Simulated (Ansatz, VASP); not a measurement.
## Two plane-wave programs on RbBr

```
Rb Br
1.0
     0.00000    3.42750    3.42750
     3.51319    0.00000    3.42750
     3.51319    3.42750    0.00000
Rb Br
1 1
Direct
  0.00000 0.00000 0.00000
  0.50000 0.50000 0.50000
```

Change from the starting cell: strain +0.0250 x Voigt [1, 0, 0, 0, 0, 0], atoms carried along.

Alike in both runs: task single point; functional PBEsol; k mesh 6 × 6 × 6; occupations gaussian, width 0.05 eV; no spin polarisation.

|  | VASP | Ansatz |
| --- | --- | --- |
| version | VASP 6.6.1 | Ansatz 0.2.0 |
| potentials or method | VASP PAW PBE potentials, release 64 (Rb_sv, Br), cutoff 520 eV | scalar-relativistic, plane waves, PAW |
| valence electrons in the cell | 16 | 16 |

Ansatz gave:

```
gap on the k mesh at the Fermi level (eV)                     : 4.15
least direct gap on the mesh (eV)                             : 4.15
pressure (GPa)                                                : -0.4
traceless stress, the component that is largest in VASP (GPa) : -0.38
```

Problem. Which values does VASP return?

Solution. gap on the k mesh at the Fermi level (eV): 4.15; least direct gap on the mesh (eV): 4.15; pressure (GPa): -0.3; traceless stress, the component that is largest in VASP (GPa): -0.39.

VASP's potentials were made for PBE, not for PBEsol.
